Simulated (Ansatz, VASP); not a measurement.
## Two plane-wave programs on BAs

File INCAR:

```
  PREC = Accurate
  ENCUT = 500
  EDIFF = 1E-6
  ISMEAR = 0
  SIGMA = 0.05
  LREAL = False
  LASPH = True
  NELM = 120
  ALGO = Normal
  ISIF = 2
  LWAVE = False
  LCHARG = False
  GGA = RE
  IVDW = 12
  NBANDS = 11
  GGA_COMPAT = False
```

File KPOINTS:

```
Automatic mesh
0
Gamma
  8 8 8
```

The input POSCAR:

```
BAs
1.0
    0.0000000000      2.3726313574      2.3726313574
    2.3726313574      0.0000000000      2.3726313574
    2.3726313574      2.3726313574      0.0000000000
B As
1 1
Direct
    0.0000000000      0.0000000000      0.0000000000
    0.7500000000      0.7500000000      0.7500000000
```

Input for Ansatz:

```yaml
crystal:
  lattice:
    - [0.0, 2.3726313574, 2.3726313574]
    - [2.3726313574, 0.0, 2.3726313574]
    - [2.3726313574, 2.3726313574, 0.0]
  atoms:
    - { symbol: B, position: [0.0, 0.0, 0.0] }
    - { symbol: As, position: [0.75, 0.75, 0.75] }
basis:
  ecutwfc: 420
  ecutrho_ratio: 4
kpoints:
  mp_grid: { grid: [8, 8, 8] }
hamiltonian:
  xc: revpbe
  dispersion: d3bj
scf:
  occupations: { method: gaussian, width: 0.05 }
output:
  forces: true
  stress: true
  eigenvalues: true
```

Alike in both runs: task single point; functional revPBE; dispersion D3(BJ); k mesh 8 × 8 × 8; occupations gaussian, width 0.05 eV; no spin polarisation.

```csv
,VASP,Ansatz
version,VASP 6.6.1,Ansatz 0.2.0
potentials or method,"VASP PAW PBE potentials, release 64 (B, As), cutoff 500 eV","scalar-relativistic, plane waves, PAW"
valence electrons in the cell,8,18
```

VASP gave:

| Quantity | Value |
| --- | --- |
| gap on the k mesh at the Fermi level (eV) | 1.19 |
| least direct gap on the mesh (eV) | 3.30 |
| pressure (GPa) | 0.4 |

Estimate Ansatz's values.

gap on the k mesh at the Fermi level (eV): 1.20; least direct gap on the mesh (eV): 3.31; pressure (GPa): -0.3.

VASP's potentials were made for PBE, not for revPBE. VASP's potentials hold 8 valence electrons a cell and Ansatz's 18, so a difference there can come from the potentials and not from the codes.
